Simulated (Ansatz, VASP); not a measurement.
**One calculation of C, two programs**

```
CELL_PARAMETERS angstrom
1.79848 -3.88268 0.00000
1.79848 3.88268 0.00000
0.00000 0.00000 2.50727
ATOMIC_POSITIONS crystal
C 0.01037 0.40269 0.25000
C 0.40269 0.01037 0.75000
C 0.59731 0.98963 0.25000
C 0.98963 0.59731 0.75000
C 0.44309 0.55691 0.25000
C 0.55691 0.44309 0.75000
```

Alike in both runs: task relaxation of cell and atoms; functional PBE; k mesh 6 × 6 × 6; occupations gaussian, width 0.1 eV; no spin polarisation.

|  | VASP | Ansatz |
| --- | --- | --- |
| version | VASP 6.6.1 | Ansatz 0.2.0 |
| potentials or method | VASP PAW PBE potentials, release 64 (C), cutoff 600 eV | scalar-relativistic, plane waves, PAW |
| valence electrons in the cell | 24 | 24 |

|  | VASP | Ansatz | Ansatz less VASP |
| --- | --- | --- | --- |
| gap on the k mesh at the Fermi level, each at its own relaxed structure (eV) | 3.39 | 3.39 | +0.006 |
| relaxed volume (Å³/atom) | 6.17 | 6.17 | -0.005 |
| relaxed length of the cell vector where the two differ most in proportion (Å) | 4.331 | 4.329 | -0.0025 |
